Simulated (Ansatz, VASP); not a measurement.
Tl in VASP and in Ansatz

Contents of INCAR:

```
PREC     = Accurate       # precision mode
ENCUT    = 600            # plane-wave cutoff, eV
EDIFF    = 1E-7           # SCF threshold, eV
ISMEAR   = -1             # smearing method
SIGMA    = 0.05           # smearing width, eV
LREAL    = False          # projectors in reciprocal space
LASPH    = True           # aspherical terms in the spheres
NELM     = 80             # most SCF steps
ALGO     = Normal         # electronic algorithm
ISIF     = 3              # what is computed and relaxed
LWAVE    = False          # write WAVECAR
LCHARG   = False          # write CHGCAR
GGA      = CA             # functional
IBRION   = 2              # ionic algorithm
NSW      = 80             # ionic steps
EDIFFG   = -0.01          # ionic threshold
```

KPOINTS

```
Automatic mesh
0
Gamma
  7 7 4
```

Contents of POSCAR:

```
Tl
1.0
    3.4560000000      0.0000000000      0.0000000000
   -1.7280000000      2.9929837955      0.0000000000
    0.0000000000      0.0000000000      5.5250000000
Tl
2
Direct
    0.6666666667      0.3333333333      0.7500000000
    0.3333333333      0.6666666667      0.2500000000
```

Contents of input.yaml:

```yaml
crystal:
  lattice:
    - [3.456, 0.0, 0.0]
    - [-1.728, 2.9929837955, 0.0]
    - [0.0, 0.0, 5.525]
  atoms:
    - { symbol: Tl, position: [0.6666666667, 0.3333333333, 0.75] }
    - { symbol: Tl, position: [0.3333333333, 0.6666666667, 0.25] }
kpoints:
  mp_grid: { grid: [7, 7, 4] }
scf:
  occupations: { method: fermi_dirac, width: 0.05 }
hamiltonian:
  xc: lda
  pseudopotentials: { kind: all_electron, lapw: { basis_error: 0.001 } }
output:
  forces: true
  stress: true
relax:
  f_tol: 0.01
  max_steps: 60
  cell: {}
```

Alike in both runs: task relaxation of cell and atoms; functional LDA; k mesh 7 × 7 × 4; occupations fermi-dirac, width 0.05 eV; no spin polarisation.

|  | VASP | Ansatz |
| --- | --- | --- |
| version | VASP 6.6.1 | Ansatz 0.2.0 |
| potentials or method | VASP PAW LDA potentials, release 64 (Tl_d), cutoff 600 eV | all-electron LAPW, scalar-relativistic |

|  | VASP | Ansatz | Ansatz less VASP |
| --- | --- | --- | --- |
| relaxed volume (Å³/atom) | 27.35 | 27.24 | -0.104 |
| relaxed cell length with the largest relative difference (Å) | 3.370 | 3.366 | -0.0047 |

LDA's correlation is that of Perdew and Zunger in VASP and of Perdew and Wang (1992) in Ansatz. Ansatz ran all-electron here, and VASP with PAW potentials.

Neither program's run includes spin-orbit coupling. Noted on Ansatz's run: the k mesh is thin for a metal, which can move the energy by tens of meV per atom.
